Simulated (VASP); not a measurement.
# SiC (Moissanite) (P6_3mc) in VASP: notebook

The runs below take SiC (Moissanite) through single point, with PBEsol.

Program: VASP 6.6.1. These are calculated values, not measurements. Logs are shortened: lines on timing, memory, paths and dates and some standing lists are left out, and cuts for length are marked.

## (1) The cell of the first run

It takes space group P6_3mc (No. 186, hexagonal). The conventional cell has a = 2.970 Å, b = 2.970 Å, c = 4.874 Å, α = 90.00°, β = 90.00°, γ = 120.00°. Si (site symmetry 3m) has 4 C at 1.80 to 1.88 Å within 2.4 Å. Within 2.4 Å of C (site symmetry 3m) lie 4 Si at 1.80 to 1.88 Å.

## (2) Single point, PBEsol

The input, INCAR:

```
SYSTEM = SiC
  PREC = Accurate
  ENCUT = 520
  EDIFF = 1E-7
  ISMEAR = 0
  SIGMA = 0.01
  LREAL = .False.
  LASPH = .True.
  NELM = 60
  ALGO = Normal
  ISIF = 2
  LWAVE = .False.
  LCHARG = .True.
  GGA = PS
  LELF = .True.
  LVHAR = .True.
  NBANDS = 16
```

The input, KPOINTS:

```
regular mesh
0
Gamma
  12 12 4
  0 0 0
```

The input, POSCAR:

```
SiC
1.0
    2.9698453470      0.0000000000      0.0000000000
   -1.4849226735      2.5719613787      0.0000000000
    0.0000000000      0.0000000000      4.8737904135
Si C
2 2
Direct
    0.3333333333      0.6666666667      0.0000000000
    0.6666666667      0.3333333333      0.5000000000
    0.3333333333      0.6666666667      0.3850000000
    0.6666666667      0.3333333333      0.8850000000
```

Potentials or basis: VASP PAW PBE potentials, release 64 (Si, C).

The run is started by

```
> cat potpaw_PBE.64/Si/POTCAR potpaw_PBE.64/C/POTCAR > POTCAR
> mpirun -np 1 vasp_std > vasp.out
```

OUTCAR:

```text
SYSTEM = SiC
   PREC = Accurate
   ENCUT = 520
   EDIFF = 1E-7
   ISMEAR = 0
   LREAL = .False.
   LASPH = .True.
   NELM = 60
   ISIF = 2
   GGA = PS

 ion  position               nearest neighbor table
   1  0.333  0.667  0.000-   4 1.80   4 1.80   4 1.80   3 1.88   2 2.98   2 2.98   2 2.98   2 2.98
                             2 2.98   2 2.98
   2  0.667  0.333  0.500-   3 1.80   3 1.80   3 1.80   4 1.88   1 2.98   1 2.98   1 2.98   1 2.98
                             1 2.98   1 2.98
   3  0.333  0.667  0.385-   2 1.80   2 1.80   2 1.80   1 1.88
   4  0.667  0.333  0.885-   1 1.80   1 1.80   1 1.80   2 1.88

  LATTYP: Found a hexagonal cell.
 ALAT       =     2.9698453470
 C/A-ratio  =     1.6410923277

  Lattice vectors:

 A1 = (   2.9698453470,   0.0000000000,   0.0000000000)
 A2 = (  -1.4849226735,   2.5719613787,   0.0000000000)
 A3 = (   0.0000000000,   0.0000000000,   4.8737904135)

Analysis of symmetry for initial positions (statically):
=====================================================================
 Subroutine PRICEL returns:
 Original cell was already a primitive cell.

 Routine SETGRP: Setting up the symmetry group for a
 hexagonal supercell.

 Subroutine GETGRP returns: Found 12 space group operations
 (whereof  6 operations were pure point group operations)
 out of a pool of 24 trial point group operations.

The static configuration has the point symmetry C_3v.
 The point group associated with its full space group is C_6v.

Analysis of symmetry for dynamics (positions and initial velocities):
=====================================================================
 Subroutine PRICEL returns:
 Original cell was already a primitive cell.

 Routine SETGRP: Setting up the symmetry group for a
 hexagonal supercell.

 Subroutine GETGRP returns: Found 12 space group operations
 (whereof  6 operations were pure point group operations)
 out of a pool of 24 trial point group operations.

The dynamic configuration has the point symmetry C_3v.
 The point group associated with its full space group is C_6v.

 Subroutine INISYM returns: Found 12 space group operations
 (whereof  6 operations are pure point group operations),
 and found     1 'primitive' translations

----------------------------------------------------------------------------------------

                                     Primitive cell

  volume of cell :      37.2276

  direct lattice vectors                    reciprocal lattice vectors
     2.969845347  0.000000000  0.000000000     0.336717870  0.194404163  0.000000000
    -1.484922674  2.571961379  0.000000000     0.000000000  0.388808327  0.000000000
     0.000000000  0.000000000  4.873790414     0.000000000  0.000000000  0.205179114

  length of vectors
     2.969845347  2.969845228  4.873790414     0.388808311  0.388808327  0.205179114

  position of ions in fractional coordinates (direct lattice)
     0.333333333  0.666666667  0.000000000
     0.666666667  0.333333333  0.500000000
     0.333333333  0.666666667  0.385000000
     0.666666667  0.333333333  0.885000000

  ion indices of the primitive-cell ions
   primitive index   ion index
                 1           1
                 2           2
                 3           3
                 4           4

----------------------------------------------------------------------------------------

 KPOINTS: regular mesh

Automatic generation of k-mesh.
 Grid dimensions read from file:
 generate k-points for:   12   12    4

 Generating k-lattice:

  Cartesian coordinates                     Fractional coordinates (reciprocal lattice)
     0.028059823  0.016200347  0.000000000     0.083333333  0.000000000  0.000000000
     0.000000000  0.032400694  0.000000000     0.000000000  0.083333333  0.000000000
     0.000000000  0.000000000  0.051294779     0.000000000  0.000000000  0.250000000

  Length of vectors
     0.032400693  0.032400694  0.051294779

  Shift w.r.t. Gamma in fractional coordinates (k-lattice)
     0.000000000  0.000000000  0.000000000

 Subroutine IBZKPT returns following result:
 ===========================================

 Found     57 irreducible k-points:

 Following reciprocal coordinates:
            Coordinates               Weight
  0.000000  0.000000  0.000000      1.000000
  0.083333 -0.000000  0.000000      6.000000
  0.166667  0.000000  0.000000      6.000000
  0.250000  0.000000  0.000000      6.000000
  0.333333  0.000000  0.000000      6.000000
  0.416667 -0.000000  0.000000      6.000000
[... 16 lines left out ...]
  0.250000  0.000000  0.250000     12.000000
  0.333333  0.000000  0.250000     12.000000
 [... further k-points ...]
   k-points           NKPTS =     57   k-points in BZ     NKDIM =     57   number of bands    NBANDS=     16
   number of dos      NEDOS =    301   number of ions     NIONS =      4
   total plane-waves  NPLWV =  20736
   dimension x,y,z NGX =    24 NGY =   24 NGZ =   36
   dimension x,y,z NGXF=    48 NGYF=   48 NGZF=   72
   ions per type =               2   2
   NGX,Y,Z   is equivalent  to a cutoff of  13.43, 13.43, 12.28 a.u.
   NGXF,Y,Z  is equivalent  to a cutoff of  26.87, 26.87, 24.56 a.u.
 SYSTEM =  SiC
   PREC   = accura    normal or accurate (medium, high low for compatibility)
   ISTART =      0    job   : 0-new  1-cont  2-samecut
   ICHARG =      2    charge: 1-file 2-atom 10-const
   ISPIN  =      1    spin polarized calculation?
   LNONCOLLINEAR =      F non collinear calculations
   LSORBIT =      F    spin-orbit coupling
   LASPH  =      T    aspherical Exc in radial PAW
   ENCUT  =  520.0 eV  38.22 Ry    6.18 a.u.   5.52  5.52  9.06*2*pi/ulx,y,z
   NELM   =     60;   NELMIN=  2; NELMDL= -5     # of ELM steps
   EDIFF  = 0.1E-06   stopping-criterion for ELM
   LREAL  =      F    real-space projection
   EDIFFG = 0.1E-05   stopping-criterion for IOM
   NSW    =      0    number of steps for IOM
   IBRION =     -1    ionic relax: 0-MD 1-quasi-New 2-CG
   NFREE  =      0    steps in history (QN), initial steepest desc. (CG)
   ISIF   =      2    stress and relaxation
   ISYM   =      2    0-nonsym 1-usesym 2-fastsym
   POTIM  = 0.5000    time-step for ionic-motion
   TEBEG  =    0.0;   TEEND  =   0.0 temperature during run
   PSTRESS=    0.0 pullay stress
   NELECT =      16.0000    total number of electrons
   NUPDOWN=      -1.0000    fix difference up-down
   EMIN   =  10.00;   EMAX   =-10.00  energy-range for DOS
   EFERMI =   0.00;   METHOD = LEGACY
   ISMEAR =     0;   SIGMA  =   0.01  broadening in eV -4-tet -1-fermi 0-gaus
   EFERMI_NEDOS =   21; number of points for ismear=-14 and -15
   IALGO  =     38    algorithm
   IMIX   =      4    mixing-type and parameters
     AMIX     =   0.40;   BMIX     =  1.00
     AMIX_MAG =   1.60;   BMIX_MAG =  1.00
  volume/ion in A,a.u.               =       9.31        62.81
  Fermi-wavevector in a.u.,A,eV,Ry     =   1.235454  2.334669 20.767194  1.526346
  Thomas-Fermi vector in A             =   2.370102
   LORBIT       =      0    0 simple, 1 ext, 2 COOP (PROOUT), +10 PAW based schemes
   GGA     = PS    functional components
   LHFCALC =     F    Hartree Fock is set to
   AEXX    =    0.0000 exact exchange contribution
   IVDW    =     0    specifies the selected vdW correction
   LEPSILON=     F    determine dielectric tensor
   LRPA    =     F    only Hartree local field effects (RPA)
 non-spin polarized calculation
 Gauss-broadening in eV      SIGMA  =   0.01
  energy-cutoff  :      520.00
  volume of cell :       37.23
 maximum number of plane-waves:      1038
 NGX is ok and might be reduce to    24
   NGX = 11   NGY = 11   NGZ = 19

 number of electron      16.0000000 magnetization

 Free energy of the ion-electron system (eV)
  ---------------------------------------------------
  ext. energy  EPLUGINS =         0.00000000
  ---------------------------------------------------
  free energy    TOTEN  =       -31.42744355 eV

  energy without entropy =      -31.42744355  energy(sigma->0) =      -31.42744355

 E-fermi :   9.6550     XC(G=0): -11.9569

 val. band max:        9.5905096972   @ k =   0.0000   0.0000   0.0000
 cond. band min:      11.5480963295   @ k =   0.3333   0.3333   0.0000
 fundamental gap:      1.9575866323
 Fermi energy:         9.6550411386

 k-point     1 :       0.0000    0.0000    0.0000
  band No.  band energies     occupation
      1      -7.0131      2.00000
      2      -3.0520      2.00000
      3       0.1834      2.00000
      4       7.9896      2.00000
      5       7.9896      2.00000
      6       9.3260      2.00000
[... 8 lines left out ...]
     15      18.9966      0.00000
     16      21.3423      0.00000

 k-point     2 :       0.0833   -0.0000    0.0000
  band No.  band energies     occupation
      1      -6.8817      2.00000
      2      -2.9395      2.00000
      3       0.3096      2.00000
      4       7.2831      2.00000
      5       7.7570      2.00000
      6       8.8854      2.00000
[... 8 lines left out ...]
     15      19.3138      0.00000
     16      20.2228      0.00000

 k-point     3 :       0.1667    0.0000    0.0000
  band No.  band energies     occupation
      1      -6.4903      2.00000
      2      -2.6104      2.00000
      3       0.6819      2.00000
      4       5.7042      2.00000
      5       7.2371      2.00000
      6       7.7684      2.00000
[... 8 lines left out ...]
     15      19.5087      0.00000
     16      19.8302      0.00000

 k-point     4 :       0.2500    0.0000    0.0000
  band No.  band energies     occupation
      1      -5.8493      2.00000
      2      -2.1007      2.00000
      3       1.2704      2.00000
      4       3.9206      2.00000
      5       6.3421      2.00000
      6       6.6780      2.00000
[... 8 lines left out ...]
     15      20.0567      0.00000
     16      20.6718      0.00000

 k-point     5 :       0.3333    0.0000    0.0000
  band No.  band energies     occupation
      1      -4.9844      2.00000
      2      -1.5361      2.00000
      3       1.7668      2.00000
      4       2.5989      2.00000
      5       4.8598      2.00000
      6       6.2177      2.00000
[... 8 lines left out ...]
     15      21.0015      0.00000
     16      22.3241      0.00000

 k-point     6 :       0.4167   -0.0000    0.0000
  band No.  band energies     occupation
      1      -3.9745      2.00000
      2      -1.3945      2.00000
      3       1.2202      2.00000
      4       3.1376      2.00000
      5       3.5519      2.00000
      6       5.9222      2.00000
[... 8 lines left out ...]
     15      21.3912      0.00000
     16      22.2581      0.00000
[... 267 lines left out ...]
 k-point    21 :       0.0833   -0.0000    0.2500
  band No.  band energies     occupation
      1      -6.5516      2.00000
      2      -4.0969      2.00000
      3       1.9904      2.00000
      4       7.4887      2.00000
      5       7.8637      2.00000
      6       7.9448      2.00000
[... 8 lines left out ...]
     15      18.6737      0.00000
     16      21.1502      0.00000

 k-point    22 :       0.1667    0.0000    0.2500
  band No.  band energies     occupation
      1      -6.1627      2.00000
      2      -3.7365      2.00000
      3       2.2873      2.00000
      4       5.9858      2.00000
      5       7.0483      2.00000
      6       7.4496      2.00000
[... 8 lines left out ...]
     15      19.5850      0.00000
     16      20.8089      0.00000

 k-point    23 :       0.2500    0.0000    0.2500
  band No.  band energies     occupation
      1      -5.5265      2.00000
      2      -3.1594      2.00000
      3       2.5992      2.00000
      4       4.4164      2.00000
      5       5.5836      2.00000
      6       6.9085      2.00000
[... 8 lines left out ...]
     15      20.7148      0.00000
     16      21.3823      0.00000

 k-point    24 :       0.3333    0.0000    0.2500
  band No.  band energies     occupation
      1      -4.6706      2.00000
      2      -2.4314      2.00000
      3       1.9241      2.00000
      4       3.8854      2.00000
      5       4.2012      2.00000
      6       6.4590      2.00000
[... 8 lines left out ...]
     15      22.0762      0.00000
     16      22.0887      0.00000

 [... further k-points ...]
[... 5 lines left out ...]
  --------------------------------------------------------------------------------------
  -------------------------------------------------------------------------------------
  Total        7.6403633      7.6403625      5.2645434      0.0000000     -0.0000000      0.0000000
  in kB      328.8209396    328.8209045    226.5719639      0.0000000     -0.0000000      0.0000000
  external PRESSURE =     294.7379360 kB  Pullay stress =       0.0000000 kB

 VOLUME and BASIS-vectors are now :
 -----------------------------------------------------------------------------
  energy-cutoff  :      520.00
  volume of cell :       37.23
      direct lattice vectors                 reciprocal lattice vectors
     2.969845347  0.000000000  0.000000000     0.336717870  0.194404163  0.000000000
    -1.484922674  2.571961379  0.000000000     0.000000000  0.388808327  0.000000000
     0.000000000  0.000000000  4.873790414     0.000000000  0.000000000  0.205179114

 POSITION                                       TOTAL-FORCE (eV/Angst)
 -----------------------------------------------------------------------------------
     -0.00000      1.71464      0.00000        -0.000000      0.000000      0.931732
      1.48492      0.85732      2.43690         0.000000     -0.000000      0.931732
     -0.00000      1.71464      1.87641        -0.000000     -0.000000     -0.931732
      1.48492      0.85732      4.31330         0.000000      0.000000     -0.931732
 -----------------------------------------------------------------------------------
    total drift:                               -0.000000      0.000000     -0.000201

  FREE ENERGIE OF THE ION-ELECTRON SYSTEM (eV)
  ---------------------------------------------------
  free  energy   TOTEN  =       -31.4274435467 eV

  energy  without entropy=      -31.4274435467  energy(sigma->0) =      -31.42744355
```

Wall time 17 s (1 thread of AMD EPYC 9R45 (Zen 5), shared host); peak memory 0.13 GiB.

What came out:

```yaml
Free_energy: -31.4274 eV
Pressure: 29.5 GPa
Largest_force: 0.932 eV/Å
Band_gap_on_the_k_mesh: 1.96 eV, indirect (least direct gap 4.17 eV)
```

Forces on the atoms (eV/Å):
```
Si   0.000  0.000  0.932
Si   0.000  0.000  0.932
C    0.000  0.000 -0.932
C    0.000  0.000 -0.932
```

Stress tensor (GPa, compression positive):
```
32.88  0.00  0.00
 0.00 32.88  0.00
 0.00  0.00 22.66
```

Caveat: the PAW data sets were made with another functional, which shifts forces and pressure a little. A k mesh can miss the band edges.

## (3) Single point, PBEsol

This run uses another cell than the first one, of 9.57 Å³/atom, 1.028 times its volume.

The input, INCAR:

```
PREC     = Accurate       # precision mode
ENCUT    = 520            # plane-wave cutoff, eV
EDIFF    = 1E-7           # SCF threshold, eV
ISMEAR   = 0              # smearing method
SIGMA    = 0.01           # smearing width, eV
LREAL    = False          # projectors in reciprocal space
LASPH    = True           # aspherical terms in the spheres
NELM     = 80             # most SCF steps
ALGO     = Normal         # electronic algorithm
ISIF     = 2              # what is computed and relaxed
LWAVE    = False          # write WAVECAR
LCHARG   = False          # write CHGCAR
GGA      = PS             # functional
NBANDS   = 16             # bands
```

The input, KPOINTS:

```
regular mesh
0
Gamma
  12 12 4
```

The input, POSCAR:

```
SiC
1.0
    2.9970931567      0.0000000000      0.0000000000
   -1.4985465783      2.5955586728      0.0000000000
    0.0000000000      0.0000000000      4.9185065848
Si C
2 2
Direct
    0.3333333333      0.6666666667      0.0000000000
    0.6666666667      0.3333333333      0.5000000000
    0.3333333333      0.6666666667      0.3850000000
    0.6666666667      0.3333333333      0.8850000000
```

Potentials or basis: VASP PAW PBE potentials, release 64 (Si, C).

The run is started by

```
> cat potpaw_PBE.64/Si/POTCAR potpaw_PBE.64/C/POTCAR > POTCAR
> mpirun -np 1 vasp_std > vasp.out
```

It took 17 s on 1 thread of AMD EPYC 9R45 (Zen 5), shared host; peak memory 0.14 GiB.

Results (log left out):

```
Free energy            : -31.5897 eV
Pressure               : 20.9 GPa
Largest force          : 0.881 eV/Å
Band gap on the k mesh : 2.01 eV, indirect (least direct gap 4.12 eV)
```

Forces on the atoms (eV/Å):
```
Si   0.000  0.000  0.881
Si   0.000  0.000  0.881
C    0.000  0.000 -0.881
C    0.000  0.000 -0.881
```

Stress tensor (GPa, compression positive):
```
23.78  0.00  0.00
 0.00 23.78  0.00
 0.00  0.00 15.10
```

Levels at points of the mesh, in eV from the valence-band top:
```tsv
k point	band 6	band 7	band 8	band 9	band 10	band 11
(0.00, 0.00, 0.00)	-0.27	-0.27	0.00	5.26	6.77	6.90
(0.50, 0.00, 0.00)	-3.72	-3.55	-1.50	2.62	4.19	7.26
(0.00, 0.00, 0.50)	-0.98	-0.98	-0.98	6.35	6.35	7.53
(0.50, 0.00, 0.50)	-2.80	-2.43	-2.43	3.21	3.21	5.26
```

Caveat: the PAW data sets were made with another functional, which shifts forces and pressure a little.

## (4) Single point, PBEsol

This run uses another cell than the first one, of 9.82 Å³/atom, 1.056 times its volume.

The input, INCAR:

```
SYSTEM = SiC
PREC     = Accurate       ! precision mode
ENCUT    = 520            ! plane-wave cutoff, eV
EDIFF    = 1E-6           ! SCF threshold, eV
ISMEAR   = 0              ! smearing method
SIGMA    = 0.01           ! smearing width, eV
LREAL    = .FALSE.        ! projectors in reciprocal space
LASPH    = .TRUE.         ! aspherical terms in the spheres
NELM     = 80             ! most SCF steps
ALGO     = Normal         ! electronic algorithm
ISIF     = 2              ! what is computed and relaxed
LWAVE    = .FALSE.        ! write WAVECAR
LCHARG   = .FALSE.        ! write CHGCAR
GGA      = PS             ! functional
NBANDS   = 16             ! bands
```

The input, KPOINTS:

```
regular mesh
0
G
  12 12 4
  0 0 0
```

The input, POSCAR:

```
SiC
1.0
    3.0238543330      0.0000000000      0.0000000000
   -1.5119271665      2.6187345301      0.0000000000
    0.0000000000      0.0000000000      4.9624241459
Si C
2 2
Direct
    0.3333333333      0.6666666667      0.0000000000
    0.6666666667      0.3333333333      0.5000000000
    0.3333333333      0.6666666667      0.3850000000
    0.6666666667      0.3333333333      0.8850000000
```

The run is started by

```
> cat potpaw_PBE.64/Si/POTCAR potpaw_PBE.64/C/POTCAR > POTCAR
> mpirun -np 1 vasp_std > vasp.out
```

Wall time 16 s (1 thread of AMD EPYC 9R45 (Zen 5), shared host); peak memory 0.13 GiB.

Results (log left out):

```yaml
Free_energy: -31.6998 eV
Pressure: 13.3 GPa
Largest_force: 0.834 eV/Å
Band_gap_on_the_k_mesh: 2.06 eV, indirect (least direct gap 4.06 eV)
```

Forces on the atoms (eV/Å):
```
Si   0.000  0.000  0.834
Si   0.000  0.000  0.834
C    0.000  0.000 -0.834
C    0.000  0.000 -0.834
```

Stress tensor (GPa, compression positive):
```
15.71  0.00  0.00
 0.00 15.71  0.00
 0.00  0.00  8.42
```

Levels at points of the mesh, in eV from the valence-band top:
```
           k point  band 5  band 6  band 7  band 8  band 9  band 10  band 11  band 12
(0.00, 0.00, 0.00)   -1.58   -0.27   -0.27    0.00    5.02     6.50     6.74     6.74
(0.50, 0.00, 0.00)   -5.66   -3.66   -3.47   -1.50    2.56     4.16     7.06     7.31
(0.00, 0.00, 0.50)   -0.97   -0.97   -0.97   -0.97    6.11     6.11     7.38     7.38
(0.50, 0.00, 0.50)   -2.77   -2.77   -2.41   -2.41    3.16     3.16     5.13     5.13
```

Caveat: the PAW data sets were made with another functional, which shifts forces and pressure a little.

## (5) The runs side by side

```tsv
cell	gap on the mesh (eV)	pressure (GPa)	largest force (eV/Å)
a = 2.970, b = 2.970, c = 4.874 Å, angles 90.0, 90.0, 120.0°, 4 atoms	1.96	29.5	0.93
a = 2.997, b = 2.997, c = 4.919 Å, angles 90.0, 90.0, 120.0°, 4 atoms	2.01	20.9	0.88
a = 3.024, b = 3.024, c = 4.962 Å, angles 90.0, 90.0, 120.0°, 4 atoms	2.06	13.3	0.83
```

Alike in all rows: task single point; level PBEsol; potentials or basis VASP PAW PBE potentials, release 64 (Si, C); no spin polarisation; k mesh 12 × 12 × 4; cutoff (eV) 520; smearing gaussian 0.01 eV.

Caveats: the PAW data sets were made with another functional, which shifts forces and pressure a little.

Absolute energies hang on the potentials; compare differences alone.
